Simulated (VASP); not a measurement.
Here is a VASP 6.6.1 calculation.

Contents of POSCAR:

```
PbO2
1.0
    0.0000000000      4.7779994511      4.7779994511
    4.7779994511      0.0000000000      4.7779994511
    4.7779994511      4.7779994511      0.0000000000
Pb O
4 8
Direct
    0.1250000000      0.1250000000      0.1250000000
    0.1250000000      0.1250000000      0.6250000000
    0.1250000000      0.6250000000      0.1250000000
    0.6250000000      0.1250000000      0.1250000000
    0.9235795125      0.3588068292      0.3588068292
    0.3588068292      0.3588068292      0.3588068292
    0.3264204875      0.8911931708      0.8911931708
    0.8911931708      0.8911931708      0.3264204875
    0.8911931708      0.8911931708      0.8911931708
    0.8911931708      0.3264204875      0.8911931708
    0.3588068292      0.3588068292      0.9235795125
    0.3588068292      0.9235795125      0.3588068292
```

File INCAR.step1:

```
SYSTEM = PbO2
ALGO = Normal ; EDIFF = 1E-4
ENCUT = 520 ; GGA = PE
ISMEAR = 0 ; LASPH = .True.
LCHARG = .False. ; LREAL = .False.
LWAVE = .True. ; NBANDS = 64
NELM = 80 ; PREC = Accurate
SIGMA = 0.02
```

Contents of INCAR.step2:

```
SYSTEM = PbO2
ALGO = Normal ; EDIFF = 1E-6
ENCUT = 520 ; ISIF = 2
ISMEAR = 0 ; ISTART = 1
LASPH = .True. ; LCHARG = .False.
LMIXTAU = .True. ; LREAL = .False.
LWAVE = .False. ; METAGGA = R2SCAN
NBANDS = 64 ; NELM = 80
PREC = Accurate ; SIGMA = 0.02
```

The input KPOINTS:

```
k-points
0
Gamma
  6 6 6
  0 0 0
```

Potentials or basis: VASP PAW PBE potentials, release 64 (Pb_d, O).

Launch:

```console
$ cat potpaw_PBE.64/Pb_d/POTCAR potpaw_PBE.64/O/POTCAR > POTCAR
$ cp INCAR.step1 INCAR
$ mpirun -np 1 vasp_std > vasp.out
$ cp INCAR.step2 INCAR
$ mpirun -np 1 vasp_std > vasp.out
```

Q: Predict the band gap on the k mesh.

A: 0.89 eV.

Q: Predict the pressure.

A: -3.9 GPa.

Q: What does it give for the largest force?

A: 0.372 eV/Å.

Forces on the atoms (eV/Å):
```
Pb   0.000  0.000  0.000
Pb   0.000  0.000  0.000
Pb   0.000  0.000  0.000
Pb   0.000  0.000  0.000
O   -0.215  0.215  0.215
O   -0.215 -0.215 -0.215
O    0.215 -0.215 -0.215
O   -0.215 -0.215  0.215
O    0.215  0.215  0.215
O   -0.215  0.215 -0.215
O    0.215  0.215 -0.215
O    0.215 -0.215  0.215
```

Caveat: the cell stands under tension; the PAW data sets were made with another functional, which shifts forces and pressure a little; spin-orbit coupling is left out, which moves the levels of the heavy elements. A k mesh can miss the band edges.
